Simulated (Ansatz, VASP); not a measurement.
## Ti3Al: VASP beside Ansatz

The input INCAR:

```
SYSTEM = Ti3Al
ALGO = Normal
EDIFF = 1E-6
ENCUT = 520
GGA = PE
ISIF = 2
ISMEAR = 0
LASPH = .TRUE.
LCHARG = .FALSE.
LREAL = .FALSE.
LWAVE = .FALSE.
NBANDS = 28
NELM = 80
PREC = Accurate
SIGMA = 0.1
```

Contents of KPOINTS:

```
k-points
0
G
  6 6 2
  0 0 0
```

File POSCAR:

```
Ti3Al
1.0
    2.9275422400      0.0000000000      0.0000000000
   -1.4637711200      2.5353259500      0.0000000000
    0.0000000000      0.0000000000      9.2263622300
Ti Al
3 1
Direct
    0.6666666700      0.3333333300      0.0000000000
    0.3333333300      0.6666666700      0.7505940200
    0.3333333300      0.6666666700      0.2494059800
    0.6666666700      0.3333333300      0.5000000000
```

Input for Ansatz:

```yaml
crystal:
  lattice:
    - [2.92754224, 0.0, 0.0]
    - [-1.46377112, 2.53532595, 0.0]
    - [0.0, 0.0, 9.22636223]
  atoms:
    - { symbol: Ti, position: [0.66666667, 0.33333333, 0.0] }
    - { symbol: Ti, position: [0.33333333, 0.66666667, 0.75059402] }
    - { symbol: Ti, position: [0.33333333, 0.66666667, 0.24940598] }
    - { symbol: Al, position: [0.66666667, 0.33333333, 0.5] }
basis:
  ecutwfc: 420
kpoints:
  mp_grid: { grid: [6, 6, 2] }
hamiltonian:
  xc: pbe
scf:
  occupations: { method: gaussian, width: 0.1 }
  lower_state_search: "off"
output:
  forces: true
  stress: true
  eigenvalues: true
```

Alike in both runs: task single point; functional PBE; k mesh 6 × 6 × 2; occupations gaussian, width 0.1 eV; no spin polarisation.

```csv
,VASP,Ansatz
version,VASP 6.6.1,Ansatz 0.2.0
potentials or method,"VASP PAW PBE potentials, release 64 (Ti_sv, Al), cutoff 520 eV","scalar-relativistic, plane waves, PAW"
valence electrons in the cell,39,39
```

|  | VASP | Ansatz | Ansatz less VASP |
| --- | --- | --- | --- |
| gap on the k mesh at the Fermi level (eV) | none | none | - |
| pressure (GPa) | 0.2 | 0.4 | +0.18 |
| traceless stress, the component that is largest in VASP (GPa) | 0.37 | 0.35 | -0.025 |
| rms of the force components (eV/Å) | 0.024 | 0.027 | +0.0035 |

Atom by atom the forces differ by 0.004 eV/Å (rms over components). A gap of «none» marks a metal or a gap that the smearing closes.

The k mesh is coarse, so the values compare programs but aren't converged.
